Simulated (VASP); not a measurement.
# RuCl2 (R-3m) in VASP: single point with LDA+U

Aim: the single point of RuCl2 with LDA+U.

Everything below comes from runs of VASP 6.6.1. Logs are shortened: lines on timing, memory, paths and dates and some standing lists are left out, and cuts for length are marked.

## (1) The cell of the first run

It takes space group R-3m (No. 166, trigonal). The conventional cell has a = 3.658 Å, b = 3.658 Å, c = 16.591 Å, α = 90.00°, β = 90.00°, γ = 120.00°. Ru (site symmetry -3m) has 6 Cl at 2.51 Å within 3.3 Å. Cl (site symmetry 3m) has 3 Ru at 2.51 Å and 12 Cl at 3.43 to 3.66 Å within 3.7 Å.

## (2) Single point, LDA+U, collinear spin, ferromagnetic start

File INCAR:

```
ALGO = Normal ; EDIFF = 1E-6
ENCUT = 520 ; GGA = CA
ISIF = 2 ; ISMEAR = 0
ISPIN = 2 ; LASPH = True
LCHARG = True ; LDAU = True
LDAUJ = 0 0 ; LDAUL = 2 -1
LDAUPRINT = 1 ; LDAUTYPE = 2
LDAUU = 4 0 ; LELF = True
LMAXMIX = 4 ; LORBIT = 11
LREAL = False ; LVHAR = True
LWAVE = False ; MAGMOM = 4 0 0
NBANDS = 25 ; NELM = 150
PREC = Accurate ; SIGMA = 0.05
```

File KPOINTS:

```
k-points
0
Gamma
  6 6 6
```

File POSCAR:

```
RuCl2
1.0
    1.8292431100      1.0561140000      5.5304908700
   -1.8292431100      1.0561140000      5.5304908700
    0.0000000000     -2.1122280100      5.5304908700
Ru Cl
1 2
Direct
    0.0000000000      0.0000000000      0.0000000000
    0.2520000000      0.2520000000      0.2520000000
    0.7480000000      0.7480000000      0.7480000000
```

Potentials or basis: VASP PAW LDA potentials, release 64 (Ru_pv, Cl).

Run with:

```bash
$ cat potpaw_LDA.64/Ru_pv/POTCAR potpaw_LDA.64/Cl/POTCAR > POTCAR
$ mpirun -np 1 vasp_std > vasp.out
```

OUTCAR:

```text
EDIFF = 1E-6
   ENCUT = 520
   GGA = CA
   ISIF = 2
   ISMEAR = 0
   ISPIN = 2
   LASPH = True
   LORBIT = 11
   LREAL = False
   NELM = 150
   PREC = Accurate

 ion  position               nearest neighbor table
   1  0.000  0.000  0.000-   3 2.51   3 2.51   2 2.51   2 2.51   3 2.51   2 2.51
   2  0.252  0.252  0.252-   1 2.51   1 2.51   1 2.51
   3  0.748  0.748  0.748-   1 2.51   1 2.51   1 2.51

  LATTYP: Found a trigonal (rhomboedric) cell.
 ALAT       =     5.9201213163
 COS(alpha) =     0.8090535277

  Lattice vectors:

 A1 = (   1.8292431100,   1.0561140000,   5.5304908700)
 A2 = (  -1.8292431100,   1.0561140000,   5.5304908700)
 A3 = (   0.0000000000,  -2.1122280100,   5.5304908700)

Analysis of symmetry for initial positions (statically):
=====================================================================
 Subroutine PRICEL returns:
 Original cell was already a primitive cell.

 Routine SETGRP: Setting up the symmetry group for a
 trigonal (rhombohedral) supercell.

 Subroutine GETGRP returns: Found 12 space group operations
 (whereof 12 operations were pure point group operations)
 out of a pool of 12 trial point group operations.

The static configuration has the point symmetry D_3d.

Analysis of symmetry for dynamics (positions and initial velocities):
=====================================================================
 Subroutine PRICEL returns:
 Original cell was already a primitive cell.

 Routine SETGRP: Setting up the symmetry group for a
 trigonal (rhombohedral) supercell.

 Subroutine GETGRP returns: Found 12 space group operations
 (whereof 12 operations were pure point group operations)
 out of a pool of 12 trial point group operations.

The dynamic configuration has the point symmetry D_3d.

Analysis of structural, dynamic, and magnetic symmetry:
=====================================================================
 Subroutine PRICEL returns:
 Original cell was already a primitive cell.

 Routine SETGRP: Setting up the symmetry group for a
 trigonal (rhombohedral) supercell.

 Subroutine GETGRP returns: Found 12 space group operations
 (whereof 12 operations were pure point group operations)
 out of a pool of 12 trial point group operations.

The overall configuration has the point symmetry D_3d.

 Subroutine INISYM returns: Found 12 space group operations
 (whereof 12 operations are pure point group operations),
 and found     1 'primitive' translations

----------------------------------------------------------------------------------------

                                     Primitive cell

  volume of cell :      64.1058

  direct lattice vectors                    reciprocal lattice vectors
     1.829243110  1.056114000  5.530490870     0.273337096  0.157811246  0.060271926
    -1.829243110  1.056114000  5.530490870    -0.273337096  0.157811246  0.060271926
     0.000000000 -2.112228010  5.530490870     0.000000000 -0.315622492  0.060271925

  length of vectors
     5.920121316  5.920121316  5.920121319     0.321325789  0.321325789  0.321325788

  position of ions in fractional coordinates (direct lattice)
     0.000000000  0.000000000  0.000000000
     0.252000000  0.252000000  0.252000000
     0.748000000  0.748000000  0.748000000

  ion indices of the primitive-cell ions
   primitive index   ion index
                 1           1
                 2           2
[... 72 lines left out ...]
   NELM   =    150;   NELMIN=  2; NELMDL= -5     # of ELM steps
   EDIFF  = 0.1E-05   stopping-criterion for ELM
   LREAL  =      F    real-space projection
   EDIFFG = 0.1E-04   stopping-criterion for IOM
   NSW    =      0    number of steps for IOM
   IBRION =     -1    ionic relax: 0-MD 1-quasi-New 2-CG
   NFREE  =      0    steps in history (QN), initial steepest desc. (CG)
   ISIF   =      2    stress and relaxation
   ISYM   =      2    0-nonsym 1-usesym 2-fastsym
   POTIM  = 0.5000    time-step for ionic-motion
   TEBEG  =    0.0;   TEEND  =   0.0 temperature during run
   PSTRESS=    0.0 pullay stress
   NELECT =      28.0000    total number of electrons
   NUPDOWN=      -1.0000    fix difference up-down
   EMIN   =  10.00;   EMAX   =-10.00  energy-range for DOS
   EFERMI =   0.00;   METHOD = LEGACY
   ISMEAR =     0;   SIGMA  =   0.05  broadening in eV -4-tet -1-fermi 0-gaus
   EFERMI_NEDOS =   21; number of points for ismear=-14 and -15
   IALGO  =     38    algorithm
   IMIX   =      4    mixing-type and parameters
     AMIX     =   0.40;   BMIX     =  1.00
     AMIX_MAG =   1.60;   BMIX_MAG =  1.00
  volume/ion in A,a.u.               =      21.37       144.20
  Fermi-wavevector in a.u.,A,eV,Ry     =   1.242115  2.347257 20.991742  1.542850
  Thomas-Fermi vector in A             =   2.376483
   LORBIT       =     11    0 simple, 1 ext, 2 COOP (PROOUT), +10 PAW based schemes
 LDA+U is selected, type is set to LDAUTYPE =  2
   angular momentum for each species LDAUL =     2   -1
   U (eV)           for each species LDAUU =   4.0  0.0
   J (eV)           for each species LDAUJ =   0.0  0.0
   GGA     = CA    functional components
   LHFCALC =     F    Hartree Fock is set to
   AEXX    =    0.0000 exact exchange contribution
   IVDW    =     0    specifies the selected vdW correction
   LEPSILON=     F    determine dielectric tensor
   LRPA    =     F    only Hartree local field effects (RPA)
 spin polarized calculation
 Gauss-broadening in eV      SIGMA  =   0.05
  energy-cutoff  :      520.00
  volume of cell :       64.11
 maximum number of plane-waves:      1743
 NGX is ok and might be reduce to    48
   NGX = 23   NGY = 23   NGZ = 23

atom =   1  type =  1  l = 2

 onsite density matrix

spin component  1

  0.9121  0.0000  0.0000  0.0234  0.0000
  0.0000  0.9247 -0.0000 -0.0000  0.0234
  0.0000 -0.0000  0.8989 -0.0000  0.0000
  0.0234 -0.0000 -0.0000  0.9247 -0.0000
  0.0000  0.0234  0.0000 -0.0000  0.9121

spin component  2

  0.2516  0.0000  0.0000 -0.1125  0.0000
  0.0000  0.3571 -0.0000  0.0000 -0.1125
  0.0000 -0.0000  0.0765  0.0000  0.0000
 -0.1125  0.0000  0.0000  0.3571  0.0000
  0.0000 -0.1125  0.0000  0.0000  0.2516

 occupancies and eigenvectors

  o =  0.0765  v =  0.0000  0.0000  0.0000  0.0000  0.0000  0.0000  0.0000 -1.0000 -0.0000  0.0000      0.0000  0.0000  0.0000  0.0000  0.0000  0.0000  0.0000  0.0000  0.0000  0.0000
  o =  0.1801  v =  0.0000  0.0000  0.0000  0.0000  0.0000 -0.8439  0.0000  0.0000 -0.5364  0.0000      0.0000  0.0000  0.0000  0.0000  0.0000  0.0000  0.0000  0.0000  0.0000  0.0000
  o =  0.1801  v =  0.0000  0.0000  0.0000  0.0000  0.0000  0.0000  0.5364  0.0000  0.0000  0.8439      0.0000  0.0000  0.0000  0.0000  0.0000  0.0000  0.0000  0.0000  0.0000  0.0000
  o =  0.4286  v =  0.0000  0.0000  0.0000  0.0000  0.0000 -0.5364  0.0000 -0.0000  0.8439 -0.0000      0.0000  0.0000  0.0000  0.0000  0.0000  0.0000  0.0000  0.0000  0.0000  0.0000
  o =  0.4286  v =  0.0000  0.0000  0.0000  0.0000  0.0000  0.0000 -0.8439  0.0000 -0.0000  0.5364      0.0000  0.0000  0.0000  0.0000  0.0000  0.0000  0.0000  0.0000  0.0000  0.0000
  o =  0.8941  v =  0.0000 -0.6086 -0.0000 -0.0000  0.7935  0.0000  0.0000  0.0000  0.0000  0.0000      0.0000  0.0000  0.0000  0.0000  0.0000  0.0000  0.0000  0.0000  0.0000  0.0000
  o =  0.8941  v = -0.7935  0.0000  0.0000  0.6086  0.0000  0.0000  0.0000  0.0000  0.0000  0.0000      0.0000  0.0000  0.0000  0.0000  0.0000  0.0000  0.0000  0.0000  0.0000  0.0000
  o =  0.8989  v =  0.0000  0.0000 -1.0000  0.0000 -0.0000  0.0000  0.0000  0.0000  0.0000  0.0000      0.0000  0.0000  0.0000  0.0000  0.0000  0.0000  0.0000  0.0000  0.0000  0.0000
  o =  0.9426  v = -0.6086  0.0000 -0.0000 -0.7935 -0.0000  0.0000  0.0000  0.0000  0.0000  0.0000      0.0000  0.0000  0.0000  0.0000  0.0000  0.0000  0.0000  0.0000  0.0000  0.0000
  o =  0.9426  v =  0.0000  0.7935  0.0000 -0.0000  0.6086  0.0000  0.0000  0.0000  0.0000  0.0000      0.0000  0.0000  0.0000  0.0000  0.0000  0.0000  0.0000  0.0000  0.0000  0.0000

 number of electron      28.0000002 magnetization       4.0000068

 Free energy of the ion-electron system (eV)
  ---------------------------------------------------
  ext. energy  EPLUGINS =         0.00000000
  ---------------------------------------------------
  free energy    TOTEN  =       -11.34131737 eV

  energy without entropy =      -11.33730666  energy(sigma->0) =      -11.33931201

 E-fermi :   4.3572     XC(G=0): -10.1487

 val. band max:        4.3353045528   @ k =   0.5000   0.3333   0.1667
 cond. band min:       4.3627723435   @ k =  -0.1667   0.3333   0.1667
 fundamental gap:      0.0274677906
 Fermi energy:         4.3571887688

 spin component 1

 k-point     1 :       0.0000    0.0000    0.0000
  band No.  band energies     occupation
      1     -39.4206      1.00000
      2     -39.3404      1.00000
      3     -39.3404      1.00000
      4     -12.0857      1.00000
      5     -10.9915      1.00000
      6      -2.4904      1.00000
[... 1337 lines left out ...]
     24      17.2938      0.00000
     25      17.7250      0.00000

 [... further k-points ...]

------------------------ aborting loop because EDIFF is reached ----------------------------------------

  FORCE on cell =-STRESS in cart. coord.  units (eV):
  Direction    XX          YY          ZZ          XY          YZ          ZX
  --------------------------------------------------------------------------------------
  -------------------------------------------------------------------------------------
  Total        1.2581604      1.2581604      2.0061862      0.0000000     -0.0000000      0.0000000
  in kB       31.4448440     31.4448441     50.1400385      0.0000000     -0.0000000      0.0000000
  external PRESSURE =      37.6765755 kB  Pullay stress =       0.0000000 kB

 VOLUME and BASIS-vectors are now :
 -----------------------------------------------------------------------------
  energy-cutoff  :      520.00
  volume of cell :       64.11
      direct lattice vectors                 reciprocal lattice vectors
     1.829243110  1.056114000  5.530490870     0.273337096  0.157811246  0.060271926
    -1.829243110  1.056114000  5.530490870    -0.273337096  0.157811246  0.060271926
     0.000000000 -2.112228010  5.530490870     0.000000000 -0.315622492  0.060271925

 POSITION                                       TOTAL-FORCE (eV/Angst)
 -----------------------------------------------------------------------------------
      0.00000      0.00000      0.00000         0.000000     -0.000000      0.000000
      0.00000     -0.00000      4.18105         0.000000      0.000000     -0.744627
      0.00000     -0.00000     12.41042         0.000000     -0.000000      0.744627
 -----------------------------------------------------------------------------------
    total drift:                                0.000000      0.000000     -0.000000

  FREE ENERGIE OF THE ION-ELECTRON SYSTEM (eV)
  ---------------------------------------------------
  free  energy   TOTEN  =       -11.3413173656 eV

  energy  without entropy=      -11.3373066599  energy(sigma->0) =      -11.33931201

 total charge

# of ion       s       p       d       tot
------------------------------------------
    1        0.241   6.161   5.826  12.228
    2        1.600   3.494   0.000   5.094
    3        1.600   3.494   0.000   5.094
--------------------------------------------------
tot          3.442  13.148   5.826  22.416

 magnetization (x)

# of ion       s       p       d       tot
------------------------------------------
    1        0.016   0.019   3.267   3.302
    2        0.015   0.199   0.000   0.214
    3        0.015   0.199   0.000   0.214
--------------------------------------------------
tot          0.047   0.417   3.267   3.730
```

Run time: 4.7 min. Hardware: 1 thread of AMD EPYC 7R13 (Zen 3), shared host; peak memory 0.27 GiB.

Results:

* Free energy: -11.3413 eV
* Pressure: 3.8 GPa
* Largest force: 0.745 eV/Å
* Band gap on the k mesh: zero (filled and empty bands overlap)
* Net moment: 4.00 μB per cell
* Site moments: Ru +3.30; Cl +0.21 μB
* Valence electrons inside the program's atomic spheres: Ru 12.23; Cl 5.09

Forces in eV/Å, atoms in the order of the input:
```
Ru   0.000  0.000  0.000
Cl   0.000  0.000 -0.745
Cl   0.000  0.000  0.745
```

Stress tensor (GPa, compression positive):
```
3.14 0.00 0.00
0.00 3.14 0.00
0.00 0.00 5.01
```

Levels at points of the mesh, in eV from the Fermi level:
Spin up:
| k point | band 14 | band 15 | band 16 | band 17 | band 18 | band 19 |
| --- | --- | --- | --- | --- | --- | --- |
| (0.00, 0.00, 0.00) | -2.36 | -0.29 | -0.29 | 3.10 | 4.53 | 8.27 |
| (0.50, 0.00, 0.00) | -2.89 | -0.72 | -0.45 | 5.68 | 5.87 | 7.94 |
| (0.50, 0.50, 0.00) | -3.03 | -0.21 | -0.15 | 4.41 | 5.01 | 8.04 |
| (0.50, 0.50, 0.50) | -2.69 | -0.15 | -0.15 | 4.71 | 4.89 | 8.63 |
Spin down:
```
           k point  band 10  band 11  band 12  band 13  band 14  band 15
(0.00, 0.00, 0.00)    -2.52    -2.08    -0.57    -0.57     1.35     2.66
(0.50, 0.00, 0.00)    -3.61    -3.40    -0.33     0.54     1.43     2.51
(0.50, 0.50, 0.00)    -3.40    -3.11    -0.63     0.54     1.39     2.76
(0.50, 0.50, 0.50)    -2.69    -2.69    -0.56    -0.56     1.11     2.75
```

Eigenvalues of the final occupation matrices:
```
    site  spin  trace               eigenvalues
site 1 d     1   4.57  0.89 0.89 0.90 0.94 0.94
site 1 d     2   1.29  0.08 0.18 0.18 0.43 0.43
```

Caveat: the cell stands under pressure; an empty level that is flat over the whole mesh can mark a ghost state of the potentials, or a narrow d or f band. The state reached can hang on the start; a lower one may exist.
